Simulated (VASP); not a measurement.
# Si (P2_12_12_1) in VASP: a series of runs

Si is run at these levels: PBE; tasks: single point.

Program: VASP 6.6.1. These are calculated values, not measurements. Logs are shortened: lines on timing, memory, paths and dates and some standing lists are left out, and cuts for length are marked.

## 1. The cell of the first run

Symmetry: P2_12_12_1, No. 19, orthorhombic system. The conventional cell has a = 3.932 Å, b = 3.932 Å, c = 5.561 Å, α = 90.00°, β = 90.00°, γ = 90.00°. Within 3.2 Å of Si (site symmetry 1) lie 4 Si at 2.41 to 2.42 Å.

## 2. Single point, PBE (atoms displaced along a vibrational mode, the cell strained)

The input, INCAR:

```
SYSTEM = Si
ALGO     = Normal         ! electronic algorithm
EDIFF    = 1E-6           ! SCF threshold, eV
ENCUT    = 520            ! plane-wave cutoff, eV
GGA      = PE             ! functional
ISIF     = 2              ! what is computed and relaxed
ISMEAR   = 0              ! smearing method
LASPH    = .True.         ! aspherical terms in the spheres
LCHARG   = .False.        ! write CHGCAR
LREAL    = .False.        ! projectors in reciprocal space
LWAVE    = .False.        ! write WAVECAR
NBANDS   = 16             ! bands
NELM     = 80             ! most SCF steps
PREC     = Accurate       ! precision mode
SIGMA    = 0.05           ! smearing width, eV
```

The input, KPOINTS:

```
k-points
0
Gamma
  8 8 6
  0 0 0
```

The input, POSCAR:

```
Si
1.0
    0.0000000000     -2.7804312639     -2.7804312639
    0.0000000000      2.7804312639     -2.7804312639
    5.5608625278      0.0000000000      0.0000000000
Si
4
Direct
    0.5079281072      0.5291944823      0.0000000000
   -0.0079281072     -0.0291944823      0.5000000000
    1.0079281072      0.4708055177      0.2500000000
    0.4920718928      0.0291944823      0.7500000000
```

Potentials or basis: VASP PAW PBE potentials, release 64 (Si).

Started as:

```bash
> cat potpaw_PBE.64/Si/POTCAR > POTCAR
> mpirun -np 1 vasp_std > vasp.out
```

OUTCAR:

```text
SYSTEM = Si
   EDIFF = 1E-6
   ENCUT = 520
   GGA = PE
   ISIF = 2
   ISMEAR = 0
   LASPH = .True.
   LREAL = .False.
   NELM = 80
   PREC = Accurate

 ion  position               nearest neighbor table
   1  0.508  0.529  0.000-   4 2.41   4 2.41   3 2.42   3 2.42
   2  0.992  0.971  0.500-   3 2.41   3 2.41   4 2.42   4 2.42
   3  0.008  0.471  0.250-   2 2.41   2 2.41   1 2.42   1 2.42
   4  0.492  0.029  0.750-   1 2.41   1 2.41   2 2.42   2 2.42

  LATTYP: Found a simple tetragonal cell.
 ALAT       =     3.9321236027
 C/A-ratio  =     1.4142135624

  Lattice vectors:

 A1 = (   0.0000000000,  -2.7804312639,  -2.7804312639)
 A2 = (   0.0000000000,   2.7804312639,  -2.7804312639)
 A3 = (   5.5608625278,   0.0000000000,   0.0000000000)

Analysis of symmetry for initial positions (statically):
=====================================================================
 Subroutine PRICEL returns:
 Original cell was already a primitive cell.

 Routine SETGRP: Setting up the symmetry group for a
 simple tetragonal supercell.

 Subroutine GETGRP returns: Found  4 space group operations
 (whereof  1 operations were pure point group operations)
 out of a pool of 16 trial point group operations.

The static configuration has the point symmetry C_1 .
 The point group associated with its full space group is D_2 .

Analysis of symmetry for dynamics (positions and initial velocities):
=====================================================================
 Subroutine PRICEL returns:
 Original cell was already a primitive cell.

 Routine SETGRP: Setting up the symmetry group for a
 simple tetragonal supercell.

 Subroutine GETGRP returns: Found  4 space group operations
 (whereof  1 operations were pure point group operations)
 out of a pool of 16 trial point group operations.

The dynamic configuration has the point symmetry C_1 .
 The point group associated with its full space group is D_2 .

 Subroutine INISYM returns: Found  4 space group operations
 (whereof  1 operations are pure point group operations),
 and found     1 'primitive' translations

----------------------------------------------------------------------------------------

                                     Primitive cell

  volume of cell :      85.9798

  direct lattice vectors                    reciprocal lattice vectors
     0.000000000 -2.780431264 -2.780431264     0.000000000 -0.179828218 -0.179828218
     0.000000000  2.780431264 -2.780431264     0.000000000  0.179828218 -0.179828218
     5.560862528  0.000000000  0.000000000     0.179828218  0.000000000  0.000000000

  length of vectors
     3.932123603  3.932123603  5.560862528     0.254315505  0.254315505  0.179828218

  position of ions in fractional coordinates (direct lattice)
     0.507928107  0.529194482  0.000000000
     0.992071893  0.970805518  0.500000000
     0.007928107  0.470805518  0.250000000
     0.492071893  0.029194482  0.750000000

  ion indices of the primitive-cell ions
   primitive index   ion index
                 1           1
                 2           2
                 3           3
                 4           4

----------------------------------------------------------------------------------------

 KPOINTS: k-points

Automatic generation of k-mesh.
 Grid dimensions read from file:
 generate k-points for:    8    8    6

 Generating k-lattice:

  Cartesian coordinates                     Fractional coordinates (reciprocal lattice)
     0.000000000 -0.022478527 -0.022478527     0.125000000  0.000000000  0.000000000
     0.000000000  0.022478527 -0.022478527     0.000000000  0.125000000  0.000000000
     0.029971370  0.000000000  0.000000000     0.000000000  0.000000000  0.166666667

  Length of vectors
     0.031789438  0.031789438  0.029971370

  Shift w.r.t. Gamma in fractional coordinates (k-lattice)
     0.000000000  0.000000000  0.000000000

 Subroutine IBZKPT returns following result:
 ===========================================

 Found    100 irreducible k-points:

 Following reciprocal coordinates:
[... 52 lines left out ...]
     16      12.6741      0.00000

 k-point     4 :       0.2500    0.0000    0.0000
  band No.  band energies     occupation
      1      -5.8347      2.00000
      2      -2.8788      2.00000
      3      -1.8569      2.00000
      4       1.1784      2.00000
      5       2.5030      2.00000
      6       2.8853      2.00000
[... 8 lines left out ...]
     15      11.4310      0.00000
     16      12.1258      0.00000

 k-point     5 :       0.0000    0.2500    0.0000
  band No.  band energies     occupation
      1      -5.8318      2.00000
      2      -2.8372      2.00000
      3      -1.9037      2.00000
      4       1.1345      2.00000
      5       2.4565      2.00000
      6       2.9035      2.00000
[... 8 lines left out ...]
     15      11.3822      0.00000
     16      12.3707      0.00000

 k-point     6 :       0.3750    0.0000    0.0000
  band No.  band energies     occupation
      1      -5.2254      2.00000
      2      -3.5749      2.00000
      3      -1.1563      2.00000
      4       1.0420      2.00000
      5       1.1311      2.00000
      6       2.5632      2.00000
[... 8 lines left out ...]
     15      11.1711      0.00000
     16      11.2586      0.00000
[... 267 lines left out ...]
 k-point    21 :      -0.2500    0.5000    0.0000
  band No.  band energies     occupation
      1      -3.9008      2.00000
      2      -3.9008      2.00000
      3      -0.7215      2.00000
      4      -0.7215      2.00000
      5       2.0098      2.00000
      6       2.0098      2.00000
[... 8 lines left out ...]
     15      12.7883      0.00000
     16      12.7883      0.00000

 k-point    22 :       0.3750    0.3750    0.0000
  band No.  band energies     occupation
      1      -4.0891      2.00000
      2      -2.3923      2.00000
      3      -2.3673      2.00000
      4      -0.4983      2.00000
      5       1.9610      2.00000
      6       1.9912      2.00000
[... 8 lines left out ...]
     15      12.8845      0.00000
     16      12.9351      0.00000

 k-point    23 :       0.5000    0.3750    0.0000
  band No.  band energies     occupation
      1      -3.2813      2.00000
      2      -3.2813      2.00000
      3      -1.5020      2.00000
      4      -1.5020      2.00000
      5       2.3470      2.00000
      6       2.3470      2.00000
[... 8 lines left out ...]
     15      13.8730      0.00000
     16      13.8730      0.00000

 k-point    24 :      -0.3750    0.5000    0.0000
  band No.  band energies     occupation
      1      -3.2732      2.00000
      2      -3.2732      2.00000
      3      -1.5168      2.00000
      4      -1.5168      2.00000
      5       2.3329      2.00000
      6       2.3329      2.00000
[... 8 lines left out ...]
     15      13.9170      0.00000
     16      13.9170      0.00000

 [... further k-points ...]

------------------------ aborting loop because EDIFF is reached ----------------------------------------

  FORCE on cell =-STRESS in cart. coord.  units (eV):
  Direction    XX          YY          ZZ          XY          YZ          ZX
  --------------------------------------------------------------------------------------
  -------------------------------------------------------------------------------------
  Total       -2.3634112     -2.3495027     -2.3495027      0.0000000     -0.0479074      0.0000000
  in kB      -44.0406160    -43.7814410    -43.7814410      0.0000000     -0.8927234      0.0000000
  external PRESSURE =     -43.8678327 kB  Pullay stress =       0.0000000 kB

 VOLUME and BASIS-vectors are now :
 -----------------------------------------------------------------------------
  energy-cutoff  :      520.00
  volume of cell :       85.98
      direct lattice vectors                 reciprocal lattice vectors
     0.000000000 -2.780431264 -2.780431264     0.000000000 -0.179828218 -0.179828218
     0.000000000  2.780431264 -2.780431264     0.000000000  0.179828218 -0.179828218
     5.560862528  0.000000000  0.000000000     0.179828218  0.000000000  0.000000000

 POSITION                                       TOTAL-FORCE (eV/Angst)
 -----------------------------------------------------------------------------------
      0.00000      0.05913     -2.88365         0.089937     -0.161853      0.271034
      2.78043     -0.05913     -5.45765         0.089937      0.161853     -0.271034
      1.39022      1.28700     -1.33109        -0.089937      0.271034     -0.161853
      4.17065     -1.28700     -1.44935        -0.089937     -0.271034      0.161853
 -----------------------------------------------------------------------------------
    total drift:                                0.000000     -0.000000     -0.000000

  FREE ENERGIE OF THE ION-ELECTRON SYSTEM (eV)
  ---------------------------------------------------
  free  energy   TOTEN  =       -21.5688071703 eV

  energy  without entropy=      -21.5688071703  energy(sigma->0) =      -21.56880717
```

It took 38 s on 1 thread of Intel Xeon 6975P-C (Granite Rapids), shared host; peak memory 0.23 GiB.

What came out:

```
Free energy            : -21.5688 eV
Pressure               : -4.4 GPa
Largest force          : 0.328 eV/Å
Band gap on the k mesh : 0.64 eV (least direct gap 0.79 eV)
```

Forces on the atoms (eV/Å):
```
Si   0.090 -0.162  0.271
Si   0.090  0.162 -0.271
Si  -0.090  0.271 -0.162
Si  -0.090 -0.271  0.162
```

Caveat: the cell differs from its parent crystal (atoms displaced along a vibrational mode, the cell strained); the cell stands under tension.

## 3. Single point, PBE (atoms displaced along a vibrational mode, the cell strained)

The input, INCAR:

```
SYSTEM = Si
  ALGO = Normal
  EDIFF = 1E-7
  ENCUT = 520
  GGA = PE
  ISIF = 2
  ISMEAR = 0
  LASPH = .TRUE.
  LCHARG = .FALSE.
  LREAL = .FALSE.
  LWAVE = .FALSE.
  NBANDS = 16
  NELM = 80
  PREC = Accurate
  SIGMA = 0.05
```

The input, KPOINTS:

```
k-points
0
G
  8 8 6
  0 0 0
```

The input, POSCAR:

```
Si
1.0
    0.0000000000     -2.7804312639     -2.7804312639
    0.0000000000      2.7804312639     -2.7804312639
    5.5608625278      0.0000000000      0.0000000000
Si
4
Direct
    0.5059494685      0.5219083380      0.0000000000
   -0.0059494685     -0.0219083380      0.5000000000
    1.0059494685      0.4780916620      0.2500000000
    0.4940505315      0.0219083380      0.7500000000
```

Potentials or basis: VASP PAW PBE potentials, release 64 (Si).

Started as:

```bash
> cat potpaw_PBE.64/Si/POTCAR > POTCAR
> mpirun -np 1 vasp_std > vasp.out
```

It took 43 s on 1 thread of Intel Xeon 6975P-C (Granite Rapids), shared host; peak memory 0.23 GiB.

The run converged. Its results:

```yaml
Free_energy: -21.6014 eV
Pressure: -4.2 GPa
Largest_force: 0.239 eV/Å
Band_gap_on_the_k_mesh: 0.68 eV (least direct gap 0.81 eV)
```

Forces in eV/Å, atoms in the order of the input:
```
Si   0.052 -0.118  0.201
Si   0.052  0.118 -0.201
Si  -0.052  0.201 -0.118
Si  -0.052 -0.201  0.118
```

Stress tensor (GPa, compression positive):
```
-4.25  0.00  0.00
 0.00 -4.21 -0.06
 0.00 -0.06 -4.21
```

Levels at points of the mesh, in eV from the valence-band top:
| k point | band 4 | band 5 | band 6 | band 7 | band 8 | band 9 | band 10 | band 11 | band 12 | band 13 |
| --- | --- | --- | --- | --- | --- | --- | --- | --- | --- | --- |
| (0.00, 0.00, 0.00) | -2.69 | -2.67 | -0.15 | -0.01 | 0.00 | 0.81 | 0.91 | 2.49 | 2.50 | 2.52 |
| (0.50, 0.00, 0.00) | -5.36 | -3.50 | -3.50 | -1.28 | -1.28 | 2.35 | 2.35 | 4.59 | 4.59 | 4.94 |
| (0.00, 0.50, 0.00) | -5.39 | -3.52 | -3.52 | -1.25 | -1.25 | 2.37 | 2.37 | 4.60 | 4.60 | 4.91 |
| (0.50, 0.50, 0.00) | -7.61 | -2.69 | -2.69 | -2.68 | -2.68 | 0.78 | 0.78 | 0.79 | 0.79 | 9.47 |
| (0.00, 0.00, 0.50) | -3.55 | -1.79 | -1.79 | -1.76 | -1.76 | 1.17 | 1.17 | 3.03 | 3.03 | 5.50 |
| (0.50, 0.00, 0.50) | -6.66 | -1.17 | -1.17 | -1.14 | -1.14 | 1.25 | 1.25 | 3.32 | 3.32 | 3.33 |
| (0.00, 0.50, 0.50) | -6.69 | -1.16 | -1.16 | -1.13 | -1.13 | 1.24 | 1.24 | 3.32 | 3.32 | 3.36 |
| (0.50, 0.50, 0.50) | -7.48 | -3.58 | -3.58 | -3.58 | -3.58 | 4.19 | 4.19 | 4.19 | 4.19 | 4.75 |

Caveat: the cell differs from its parent crystal (atoms displaced along a vibrational mode, the cell strained); the cell stands under tension.

## 4. Single point, PBE (atoms displaced along a vibrational mode, the cell strained)

The input, INCAR:

```
SYSTEM = Si
PREC = Accurate
ENCUT = 520
EDIFF = 1E-6
ISMEAR = 0
SIGMA = 0.05
LREAL = .False.
LASPH = .True.
NELM = 60
ALGO = Normal
ISIF = 2
LWAVE = .False.
LCHARG = .False.
GGA = PE
NBANDS = 16
```

The input, KPOINTS:

```
regular mesh
0
Gamma
  8 8 6
  0 0 0
```

The input, POSCAR:

```
Si
1.0
    0.0000000000     -2.8031297782     -2.8031297782
    0.0000000000      2.8031297782     -2.8031297782
    5.6062595564      0.0000000000      0.0000000000
Si
4
Direct
    0.5079281072      0.5291944823      0.0000000000
   -0.0079281072     -0.0291944823      0.5000000000
    1.0079281072      0.4708055177      0.2500000000
    0.4920718928      0.0291944823      0.7500000000
```

Started as:

```bash
> cat potpaw_PBE.64/Si/POTCAR > POTCAR
> mpirun -np 1 vasp_std > vasp.out
```

Run time: 41 s. Hardware: 1 thread of Intel Xeon 6975P-C (Granite Rapids), shared host; peak memory 0.23 GiB.

The run converged. Its results:

```yaml
Free_energy: -21.5000 eV
Pressure: -6.0 GPa
Largest_force: 0.343 eV/Å
Band_gap_on_the_k_mesh: 0.67 eV (least direct gap 0.83 eV)
```

Forces on the atoms (eV/Å):
```
Si   0.085 -0.170  0.286
Si   0.085  0.170 -0.286
Si  -0.085  0.286 -0.170
Si  -0.085 -0.286  0.170
```

Stress tensor (GPa, compression positive):
```
-5.98  0.00  0.00
 0.00 -5.97 -0.05
 0.00 -0.05 -5.97
```

Levels at points of the mesh, in eV from the valence-band top:
```csv
k point,band 4,band 5,band 6,band 7,band 8,band 9,band 10,band 11,band 12,band 13
"(0.00, 0.00, 0.00)",-2.65,-2.62,-0.23,-0.02,0.00,0.83,0.98,2.18,2.46,2.50
"(0.50, 0.00, 0.00)",-5.33,-3.43,-3.43,-1.28,-1.28,2.28,2.28,4.50,4.50,4.85
"(0.00, 0.50, 0.00)",-5.38,-3.45,-3.45,-1.22,-1.22,2.33,2.33,4.51,4.51,4.80
"(0.50, 0.50, 0.00)",-7.55,-2.65,-2.65,-2.63,-2.63,0.78,0.78,0.79,0.79,9.23
"(0.00, 0.00, 0.50)",-3.58,-1.77,-1.77,-1.73,-1.73,1.17,1.17,2.94,2.94,5.40
"(0.50, 0.00, 0.50)",-6.57,-1.17,-1.17,-1.12,-1.12,1.14,1.14,3.29,3.29,3.31
"(0.00, 0.50, 0.50)",-6.62,-1.15,-1.15,-1.11,-1.11,1.12,1.12,3.28,3.28,3.37
"(0.50, 0.50, 0.50)",-7.43,-3.51,-3.51,-3.51,-3.51,4.11,4.11,4.11,4.11,4.68
```

Caveat: the cell differs from its parent crystal (atoms displaced along a vibrational mode, the cell strained); the cell stands under tension.

## 5. Single point, PBE (atoms displaced along a vibrational mode, the cell strained)

The input, INCAR:

```
PREC = Accurate
ENCUT = 520
EDIFF = 1E-6
ISMEAR = 0
SIGMA = 0.05
LREAL = F
LASPH = T
NELM = 80
ALGO = Normal
ISIF = 2
LWAVE = F
LCHARG = T
GGA = PE
LELF = T
LVHAR = T
NBANDS = 16
```

The input, KPOINTS:

```
regular mesh
0
Gamma
  8 8 6
```

The input, POSCAR:

```
Si
1.0
    0.0000000000     -2.8031297782     -2.8031297782
    0.0000000000      2.8031297782     -2.8031297782
    5.6062595564      0.0000000000      0.0000000000
Si
4
Direct
    0.5059494685      0.5219083380      0.0000000000
   -0.0059494685     -0.0219083380      0.5000000000
    1.0059494685      0.4780916620      0.2500000000
    0.4940505315      0.0219083380      0.7500000000
```

Started as:

```bash
> cat potpaw_PBE.64/Si/POTCAR > POTCAR
> mpirun -np 1 vasp_std > vasp.out
```

Run time: 46 s. Hardware: 1 thread of Intel Xeon 6975P-C (Granite Rapids), shared host; peak memory 0.23 GiB.

The run converged. Its results:

```
Free energy            : -21.5347 eV
Pressure               : -5.8 GPa
Largest force          : 0.251 eV/Å
Band gap on the k mesh : 0.71 eV (least direct gap 0.85 eV)
```

Forces in eV/Å, atoms in the order of the input:
```
Si   0.049 -0.124  0.212
Si   0.049  0.124 -0.212
Si  -0.049  0.212 -0.124
Si  -0.049 -0.212  0.124
```

Levels at points of the mesh, in eV from the valence-band top:
```csv
k point,band 4,band 5,band 6,band 7,band 8,band 9,band 10,band 11,band 12,band 13
"(0.00, 0.00, 0.00)",-2.63,-2.61,-0.14,-0.01,0.00,0.85,0.94,2.24,2.49,2.51
"(0.50, 0.00, 0.00)",-5.33,-3.42,-3.42,-1.25,-1.25,2.32,2.32,4.54,4.54,4.88
"(0.00, 0.50, 0.00)",-5.36,-3.43,-3.43,-1.22,-1.22,2.35,2.35,4.54,4.54,4.85
"(0.50, 0.50, 0.00)",-7.54,-2.63,-2.63,-2.62,-2.62,0.82,0.82,0.83,0.83,9.26
"(0.00, 0.00, 0.50)",-3.56,-1.75,-1.75,-1.72,-1.72,1.19,1.19,3.01,3.01,5.42
"(0.50, 0.00, 0.50)",-6.56,-1.15,-1.15,-1.12,-1.12,1.17,1.17,3.32,3.32,3.33
"(0.00, 0.50, 0.50)",-6.59,-1.14,-1.14,-1.11,-1.11,1.15,1.15,3.32,3.32,3.37
"(0.50, 0.50, 0.50)",-7.42,-3.49,-3.49,-3.49,-3.49,4.18,4.18,4.18,4.18,4.67
```

Caveat: the cell differs from its parent crystal (atoms displaced along a vibrational mode, the cell strained); the cell stands under tension.

## 6. The runs side by side

| cell | gap on the mesh (eV) | pressure (GPa) | largest force (eV/Å) |
| --- | --- | --- | --- |
| a = 3.932, b = 3.932, c = 5.561 Å, 4 atoms, atomic positions A | 0.64 | -4.4 | 0.33 |
| a = 3.932, b = 3.932, c = 5.561 Å, 4 atoms, atomic positions B | 0.68 | -4.2 | 0.24 |
| a = 3.964, b = 3.964, c = 5.606 Å, 4 atoms, atomic positions A | 0.67 | -6.0 | 0.34 |
| a = 3.964, b = 3.964, c = 5.606 Å, 4 atoms, atomic positions B | 0.71 | -5.8 | 0.25 |

Alike in all rows: task single point; level PBE; potentials or basis VASP PAW PBE potentials, release 64 (Si); no spin polarisation; k mesh 8 × 8 × 6; cutoff (eV) 520; smearing gaussian 0.05 eV.

Caveats: the cell stands under tension.

Absolute energies hang on the potentials; compare differences alone.
